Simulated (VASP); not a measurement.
# MgO in VASP: notebook

MgO is run at these levels: PBEsol; tasks: single point.

Program: VASP 6.6.1. These are calculated values, not measurements. Logs are shortened: lines on timing, memory, paths and dates and some standing lists are left out, and cuts for length are marked.

### 1 The cell of the first run

The cell holds a slab with vacuum, 24 atoms: a = 5.501 Å, b = 5.501 Å, c = 16.615 Å, α = 90.00°, β = 90.00°, γ = 60.00°.

### 2 Single point, PBEsol

The input, INCAR:

```
  PREC = Accurate
  ENCUT = 520
  EDIFF = 1E-6
  ISMEAR = -1
  SIGMA = 0.02
  LREAL = Auto
  LASPH = T
  NELM = 60
  ALGO = Normal
  ISIF = 2
  LWAVE = F
  LCHARG = F
  GGA = PS
  NBANDS = 66
```

The input, KPOINTS:

```
Automatic mesh
0
Gamma
  2 2 1
```

The input, POSCAR:

```
MgO
1.0
    5.5012910000      0.0000000000      0.0000000000
    2.7506450000      4.7642580000      0.0000000000
    0.0000000000      0.0000000000     16.6147310000
Mg O
12 12
Direct
    0.0000000000      0.0000000000      0.0601875528
   -0.0000010465      0.4999939130      0.0601875528
    0.4999917292      0.0000000000      0.0601875528
    0.5000088603      0.4999939130      0.0601875528
    0.6732940818      0.6795181957      0.2067623003
    0.6593235477      0.1644957095      0.2136176625
    0.1775439245      0.6929935365      0.2189743547
    0.1596894086      0.1843938762      0.2218332635
    0.3265932329      0.3762810494      0.3528916598
    0.3683573526      0.8021605883      0.4106717105
    0.8347226798      0.3485537517      0.3547153427
    0.8179999001      0.8725388088      0.3781403382
    0.3333407547      0.8333301849      0.1277721559
    0.3333236236      0.3333362719      0.1277721559
    0.8333324839      0.8333301849      0.1277721559
    0.8333335303      0.3333362719      0.1277721559
    1.0002256760      0.5133223264      0.2757011233
    1.0163580283     -0.0059190749      0.2949611402
    0.5299873023      0.5033312638      0.2750390602
    0.5075360322     -0.0092354360      0.2898211232
    0.6141820394      0.2316205378      0.4310211222
    0.7541260750      0.6305913744      0.4433294767
    0.1678064989      0.2067688190      0.4240875161
    0.2284024150      0.5744441212      0.4628362626
```

Potentials or basis: VASP PAW PBE potentials, release 64 (Mg, O).

Launch:

```bash
$ cat potpaw_PBE.64/Mg/POTCAR potpaw_PBE.64/O/POTCAR > POTCAR
$ mpirun -np 1 vasp_std > vasp.out
```

OUTCAR:

```text
PREC = Accurate
   ENCUT = 520
   EDIFF = 1E-6
   ISMEAR = -1
   LREAL = Auto
   LASPH = T
   NELM = 60
   ISIF = 2
   GGA = PS

 ion  position               nearest neighbor table
   1  0.000  0.000  0.060-  16 1.94  15 1.94  13 1.95   3 2.75   4 2.75   2 2.75   2 2.75   4 2.75
                             3 2.75   7 3.02   6 3.02   8 3.15
   2  1.000  0.500  0.060-  16 1.94  14 1.94  15 1.94   4 2.75   1 2.75   3 2.75   1 2.75   3 2.75
                             4 2.75   5 2.89   8 3.08   7 3.17
   3  0.500  0.000  0.060-  13 1.94  14 1.94  15 1.95   1 2.75   2 2.75   4 2.75   4 2.75   2 2.75
                             1 2.75   5 2.88   6 2.98   8 3.14
   4  0.500  0.500  0.060-  16 1.94  13 1.94  14 1.95   2 2.75   1 2.75   3 2.75   3 2.75   1 2.75
                             2 2.75   5 2.96   6 3.01   7 3.06
   5  0.673  0.680  0.207-  19 1.90  17 1.93  15 1.99  20 2.03  13 2.09  16 2.11   6 2.63   7 2.70
                             8 2.71   8 2.81   7 2.82   6 2.87   3 2.88   2 2.89  11 2.92   4 2.96
   6  0.659  0.164  0.214-  19 1.92  20 2.00  14 2.11  15 2.13  16 2.17  18 2.17   5 2.63   8 2.70
                             7 2.73   7 2.79   8 2.81   9 2.82   5 2.87  11 2.90   3 2.98   4 3.01
   7  0.178  0.693  0.219-  18 1.91  19 1.92  17 1.94  13 2.07  15 2.24  14 2.29   8 2.66   9 2.69
                             5 2.70   6 2.73   6 2.79   5 2.82   8 2.85   1 3.02   4 3.06  12 3.15
   8  0.160  0.184  0.222-  17 1.80  18 2.00  20 2.01  14 2.19  16 2.21  13 2.29   7 2.66  11 2.70
                             6 2.70   5 2.71   9 2.77   6 2.81   5 2.81   7 2.85   2 3.08   3 3.14
   9  0.327  0.376  0.353-  21 1.89  23 1.96  17 2.02  19 2.05  24 2.06  20 2.12  10 2.65   7 2.69
                            11 2.72   8 2.77  12 2.77  11 2.79  12 2.80   6 2.82  10 3.20
  10  0.368  0.802  0.411-  22 1.92  23 1.94  24 1.97  20 2.55  18 2.55   9 2.65  19 2.67  11 2.70
                            12 2.74  21 2.75  12 2.90  11 3.11   9 3.20   7 3.50   8 3.63
  11  0.835  0.349  0.355-  18 1.96  19 1.96  23 1.97  22 2.02  17 2.05  21 2.07  12 2.69   8 2.70
                            10 2.70   9 2.72   9 2.79  12 2.86   6 2.90   5 2.92  10 3.11
  12  0.818  0.873  0.378-  22 1.88  21 1.93  18 2.07  20 2.09  17 2.41  24 2.46  11 2.69  10 2.74
                             9 2.77   9 2.80  11 2.86  10 2.90   6 3.07   7 3.15   5 3.27
  13  0.333  0.833  0.128-   3 1.94   4 1.94   1 1.95   7 2.07   5 2.09   8 2.29
  14  0.333  0.333  0.128-   2 1.94   3 1.94   4 1.95   6 2.11   8 2.19   7 2.29
  15  0.833  0.833  0.128-   2 1.94   1 1.94   3 1.95   5 1.99   6 2.13   7 2.24
  16  0.833  0.333  0.128-   2 1.94   4 1.94   1 1.94   5 2.11   6 2.17   8 2.21
  17  0.000  0.513  0.276-   8 1.80   5 1.93   7 1.94   9 2.02  11 2.05  12 2.41
  18  0.016  0.994  0.295-   7 1.91  11 1.96   8 2.00  12 2.07   6 2.17  10 2.55
  19  0.530  0.503  0.275-   5 1.90   7 1.92   6 1.92  11 1.96   9 2.05  10 2.67
  20  0.508  0.991  0.290-   6 2.00   8 2.01   5 2.03  12 2.09   9 2.12  10 2.55
  21  0.614  0.232  0.431-   9 1.89  12 1.93  11 2.07  10 2.75
  22  0.754  0.631  0.443-  12 1.88  10 1.92  11 2.02
  23  0.168  0.207  0.424-  10 1.94   9 1.96  11 1.97
  24  0.228  0.574  0.463-  10 1.97   9 2.06  12 2.46

  LATTYP: Found a hexagonal cell.
 ALAT       =     5.5012909582
 C/A-ratio  =     3.0201512929

  Lattice vectors:

 A1 = (  -2.7506450000,  -4.7642580000,   0.0000000000)
 A2 = (   5.5012910000,   0.0000000000,   0.0000000000)
 A3 = (   0.0000000000,   0.0000000000,  16.6147310000)

Analysis of symmetry for initial positions (statically):
=====================================================================
 Subroutine PRICEL returns:
 Original cell was already a primitive cell.

 Routine SETGRP: Setting up the symmetry group for a
 hexagonal supercell.

 Subroutine GETGRP returns: Found  1 space group operations
 (whereof  1 operations were pure point group operations)
 out of a pool of 24 trial point group operations.

The static configuration has the point symmetry C_1 .

Analysis of symmetry for dynamics (positions and initial velocities):
=====================================================================
 Subroutine PRICEL returns:
 Original cell was already a primitive cell.

 Routine SETGRP: Setting up the symmetry group for a
 hexagonal supercell.

 Subroutine GETGRP returns: Found  1 space group operations
 (whereof  1 operations were pure point group operations)
 out of a pool of 24 trial point group operations.

The dynamic configuration has the point symmetry C_1 .

 Subroutine INISYM returns: Found  1 space group operations
 (whereof  1 operations are pure point group operations),
 and found     1 'primitive' translations

----------------------------------------------------------------------------------------

                                     Primitive cell

[... 72 lines left out ...]

  Cartesian coordinates                     Fractional coordinates (reciprocal lattice)
     0.090887757 -0.052474059  0.000000000     0.500000000  0.000000000  0.000000000
     0.000000000  0.104948137  0.000000000     0.000000000  0.500000000  0.000000000
     0.000000000  0.000000000  0.060187553     0.000000000  0.000000000  1.000000000

  Length of vectors
     0.104948136  0.104948137  0.060187553

  Shift w.r.t. Gamma in fractional coordinates (k-lattice)
     0.000000000  0.000000000  0.000000000

 Subroutine IBZKPT returns following result:
 ===========================================

 Found      4 irreducible k-points:

 Following reciprocal coordinates:
            Coordinates               Weight
  0.000000  0.000000  0.000000      1.000000
  0.500000  0.000000  0.000000      1.000000
  0.500000  0.500000  0.000000      1.000000
  0.000000  0.500000  0.000000      1.000000
   k-points           NKPTS =      4   k-points in BZ     NKDIM =      4   number of bands    NBANDS=     66
   number of dos      NEDOS =    301   number of ions     NIONS =     24
   total plane-waves  NPLWV = 222264
   dimension x,y,z NGX =    42 NGY =   42 NGZ =  126
   dimension x,y,z NGXF=    84 NGYF=   84 NGZF=  252
   ions per type =              12  12
   NGX,Y,Z   is equivalent  to a cutoff of  12.69, 12.69, 12.61 a.u.
   NGXF,Y,Z  is equivalent  to a cutoff of  25.38, 25.38, 25.21 a.u.
 SYSTEM =  unknown system
   PREC   = accura    normal or accurate (medium, high low for compatibility)
   ISTART =      0    job   : 0-new  1-cont  2-samecut
   ICHARG =      2    charge: 1-file 2-atom 10-const
   ISPIN  =      1    spin polarized calculation?
   LNONCOLLINEAR =      F non collinear calculations
   LSORBIT =      F    spin-orbit coupling
   LASPH  =      T    aspherical Exc in radial PAW
   ENCUT  =  520.0 eV  38.22 Ry    6.18 a.u.  10.23 10.23 30.89*2*pi/ulx,y,z
   NELM   =     60;   NELMIN=  2; NELMDL= -5     # of ELM steps
   EDIFF  = 0.1E-05   stopping-criterion for ELM
   LREAL  =      T    real-space projection
   EDIFFG = 0.1E-04   stopping-criterion for IOM
   NSW    =      0    number of steps for IOM
   IBRION =     -1    ionic relax: 0-MD 1-quasi-New 2-CG
   NFREE  =      0    steps in history (QN), initial steepest desc. (CG)
   ISIF   =      2    stress and relaxation
   ISYM   =      2    0-nonsym 1-usesym 2-fastsym
   POTIM  = 0.5000    time-step for ionic-motion
   TEBEG  =    0.0;   TEEND  =   0.0 temperature during run
   PSTRESS=    0.0 pullay stress
   NELECT =      96.0000    total number of electrons
   NUPDOWN=      -1.0000    fix difference up-down
   EMIN   =  10.00;   EMAX   =-10.00  energy-range for DOS
   EFERMI =   0.00;   METHOD = LEGACY
   ISMEAR =    -1;   SIGMA  =   0.02  broadening in eV -4-tet -1-fermi 0-gaus
   EFERMI_NEDOS =   21; number of points for ismear=-14 and -15
   IALGO  =     38    algorithm
   IMIX   =      4    mixing-type and parameters
     AMIX     =   0.40;   BMIX     =  1.00
     AMIX_MAG =   1.60;   BMIX_MAG =  1.00
  volume/ion in A,a.u.               =      18.14       122.44
  Fermi-wavevector in a.u.,A,eV,Ry     =   0.988965  1.868873 13.307197  0.978051
  Thomas-Fermi vector in A             =   2.120529
   LORBIT       =      0    0 simple, 1 ext, 2 COOP (PROOUT), +10 PAW based schemes
   GGA     = PS    functional components
   LHFCALC =     F    Hartree Fock is set to
   AEXX    =    0.0000 exact exchange contribution
   IVDW    =     0    specifies the selected vdW correction
   LEPSILON=     F    determine dielectric tensor
   LRPA    =     F    only Hartree local field effects (RPA)
 non-spin polarized calculation
  energy-cutoff  :      520.00
  volume of cell :      435.46
 maximum number of plane-waves:     11728
 NGX is ok and might be reduce to    42
   NGX = 21   NGY = 21   NGZ = 61

 number of electron      95.9999981 magnetization

 Free energy of the ion-electron system (eV)
  ---------------------------------------------------
  ext. energy  EPLUGINS =         0.00000000
  ---------------------------------------------------
  free energy    TOTEN  =      -123.45475422 eV

  energy without entropy =     -123.42717373  energy(sigma->0) =     -123.44096398

 E-fermi :  -0.9079     XC(G=0):  -6.6912

 val. band max:       -0.9381272956   @ k =   0.0000   0.5000   0.0000
 cond. band min:      -0.8852280537   @ k =   0.0000   0.0000   0.0000
 fundamental gap:      0.0528992419
 Fermi energy:        -0.9078992866

 k-point     1 :       0.0000    0.0000    0.0000
  band No.  band energies     occupation
      1     -20.5744      2.00000
      2     -19.4299      2.00000
      3     -19.3298      2.00000
      4     -19.1877      2.00000
      5     -19.0543      2.00000
      6     -18.4268      2.00000
[... 241 lines left out ...]
     59       6.5450      0.00000
     60       6.5942      0.00000
 [bands above 60 left out]

------------------------ aborting loop because EDIFF is reached ----------------------------------------

  FORCE on cell =-STRESS in cart. coord.  units (eV):
  Direction    XX          YY          ZZ          XY          YZ          ZX
  --------------------------------------------------------------------------------------
  -------------------------------------------------------------------------------------
  Total       49.0998127     48.0157332     -1.8467578      1.4428596      3.3765840     -0.7044379
  in kB      180.6496869    176.6611052     -6.7946536      5.3086176     12.4232416     -2.5917916
  external PRESSURE =     116.8387128 kB  Pullay stress =       0.0000000 kB

 VOLUME and BASIS-vectors are now :
 -----------------------------------------------------------------------------
  energy-cutoff  :      520.00
  volume of cell :      435.46
      direct lattice vectors                 reciprocal lattice vectors
     5.501291000  0.000000000  0.000000000     0.181775514 -0.104948118  0.000000000
     2.750645000  4.764258000  0.000000000     0.000000000  0.209896273  0.000000000
     0.000000000  0.000000000 16.614731000     0.000000000  0.000000000  0.060187553

 POSITION                                       TOTAL-FORCE (eV/Angst)
 -----------------------------------------------------------------------------------
      0.00000      0.00000      1.00000         0.064602      0.021264     -0.567352
      6.87659      2.38210      1.00000         0.150882     -0.099963     -0.544749
      2.75060      0.00000      1.00000        -0.104299      0.139733     -0.738323
      4.12600      2.38210      1.00000        -0.090844     -0.033096     -0.591629
      5.57310      3.23740      3.43530        -0.265014      0.019780      0.432212
      4.07960      0.78370      3.54920         0.638759     -0.140938     -0.262008
[... 16 lines left out ...]
      1.49190      0.98510      7.04610        -0.534373     -0.362100      0.255824
      2.83660      2.73680      7.68990        -0.016037     -0.014594     -1.611272
 -----------------------------------------------------------------------------------
    total drift:                               -0.002985      0.000637      0.024574

  FREE ENERGIE OF THE ION-ELECTRON SYSTEM (eV)
  ---------------------------------------------------
  free  energy   TOTEN  =      -123.4547542235 eV

  energy  without entropy=     -123.4271737330  energy(sigma->0) =     -123.44096398
```

Wall time 4.4 min (1 thread of Intel Xeon Platinum 8488C (Sapphire Rapids), shared host); peak memory 0.5 GiB.

Results:

| Item | Value |
| --- | --- |
| Free energy | -123.4548 eV |
| Largest force | 2.398 eV/Å |
| Band gap on the k mesh | zero (bands 48 and 49 overlap by 0.05 eV) |

Forces in eV/Å, atoms in the order of the input:
```
Mg   0.065  0.021 -0.567
Mg   0.151 -0.100 -0.545
Mg  -0.104  0.140 -0.738
Mg  -0.091 -0.033 -0.592
Mg  -0.265  0.020  0.432
Mg   0.639 -0.141 -0.262
Mg  -0.527 -0.578 -1.065
Mg   0.239 -1.935 -1.395
Mg  -1.358 -1.247 -0.072
Mg   0.337  1.354  0.889
Mg   0.782  0.153  1.283
Mg   0.146 -0.242 -0.566
O    0.038  0.347  1.186
O    0.053 -0.097  1.054
O    0.370  0.430  1.019
O    0.096 -0.238  1.012
O    0.962  1.064  1.089
O   -0.730  0.193 -0.634
O   -1.578 -0.368  0.725
O    0.523  0.997 -1.120
O    1.221  0.905  0.457
O   -0.419 -0.269 -0.233
O   -0.534 -0.362  0.256
O   -0.016 -0.015 -1.611
```

Caveat: the k points lie up to 0.66 Å⁻¹ apart; the PAW data sets were made with another functional, which shifts forces and pressure a little.

### 3 Single point, PBEsol

The input, INCAR:

```
SYSTEM = MgO
PREC = Accurate
ENCUT = 520
EDIFF = 1E-7
ISMEAR = -1
SIGMA = 0.02
LREAL = Auto
LASPH = .True.
NELM = 60
ALGO = Normal
ISIF = 2
LWAVE = .False.
LCHARG = .True.
GGA = PS
LELF = .True.
LVHAR = .True.
NBANDS = 66
```

The input, KPOINTS:

```
regular mesh
0
Gamma
  2 2 1
  0 0 0
```

The input, POSCAR:

```
MgO
1.0
    5.5012910000      0.0000000000      0.0000000000
    2.7506450000      4.7642580000      0.0000000000
    0.0000000000      0.0000000000     16.6147310000
Mg O
12 12
Direct
    0.0000000000      0.0000000000      0.0601875528
   -0.0000010465      0.4999939130      0.0601875528
    0.4999917292      0.0000000000      0.0601875528
    0.5000088603      0.4999939130      0.0601875528
    0.6389178296      0.6749424569      0.2063289499
    0.6472001567      0.1749275543      0.2058173557
    0.1529371843      0.6984718292      0.2123597427
    0.1750763362      0.1664897241      0.2055585492
    0.3165731399      0.2327959569      0.3742040723
    0.4228798068      0.8618760781      0.5205561258
    0.7532366031      0.4495768281      0.3601382412
    0.9125274202      0.8251232406      0.3465539105
    0.3333407547      0.8333301849      0.1277721559
    0.3333236236      0.3333362719      0.1277721559
    0.8333324839      0.8333301849      0.1277721559
    0.8333335303      0.3333362719      0.1277721559
    0.9842449176      0.5016940728      0.2811480968
    0.9861217630      0.0319042336      0.2620505863
    0.4953094729      0.4654030071      0.2767303305
    0.4832347584     -0.0111664817      0.2802332460
    0.5984031707      0.2601244517      0.4510154272
    0.7060254991      0.7779805376      0.4363477206
    0.1247290414      0.0805372001      0.4361069704
    0.3456596915      0.5361380513      0.4499320513
```

Potentials or basis: VASP PAW PBE potentials, release 64 (Mg, O).

Launch:

```bash
$ cat potpaw_PBE.64/Mg/POTCAR potpaw_PBE.64/O/POTCAR > POTCAR
$ mpirun -np 1 vasp_std > vasp.out
```

Wall time 4.4 min (1 thread of Intel Xeon Platinum 8488C (Sapphire Rapids), shared host); peak memory 0.51 GiB.

The run converged. Its results:

```
Free energy            : -124.2560 eV
Largest force          : 3.886 eV/Å
Band gap on the k mesh : zero (bands 48 and 49 overlap by 0.07 eV)
```

Forces on the atoms (eV/Å):
```
Mg  -0.042  0.027 -0.819
Mg   0.019  0.056 -0.740
Mg   0.045 -0.025 -1.137
Mg  -0.061 -0.015 -0.958
Mg   1.142 -1.158  1.497
Mg   0.169 -1.006  0.202
Mg  -0.299 -2.891 -0.643
Mg  -0.126  1.541  0.785
Mg   0.626 -0.660 -0.893
Mg  -0.539 -0.197 -3.843
Mg  -1.408 -0.487  1.158
Mg   0.596  1.690  1.481
O   -0.096  0.031 -0.103
O   -0.263  0.276  0.055
O   -0.384 -0.113  0.209
O   -0.030  0.464 -0.343
O    1.032  0.440  0.027
O   -1.403 -0.596  2.515
O   -0.225  2.422  0.558
O    1.610 -0.157 -0.574
O   -0.285  0.878 -0.029
O   -0.289 -0.996  0.375
O   -0.266  0.533  0.603
O    0.479 -0.057  0.617
```

Levels at points of the mesh, in eV from the Fermi level:
```
           k point  band 45  band 46  band 47  band 48  band 49  band 50  band 51  band 52
(0.00, 0.00, 0.00)    -0.37    -0.07    -0.04     0.03     0.78     2.73     2.74     2.79
(0.50, 0.00, 0.00)    -0.46    -0.24    -0.17    -0.10    -0.03     1.34     2.23     2.24
(0.50, 0.50, 0.00)    -0.57    -0.29    -0.09    -0.07     0.30     1.35     2.23     2.24
(0.00, 0.50, 0.00)    -0.46    -0.31    -0.09    -0.07     0.02     1.33     2.23     2.25
```

Caveat: the k points lie up to 0.66 Å⁻¹ apart; the PAW data sets were made with another functional, which shifts forces and pressure a little.

(Part 1 of 2 ends here.)
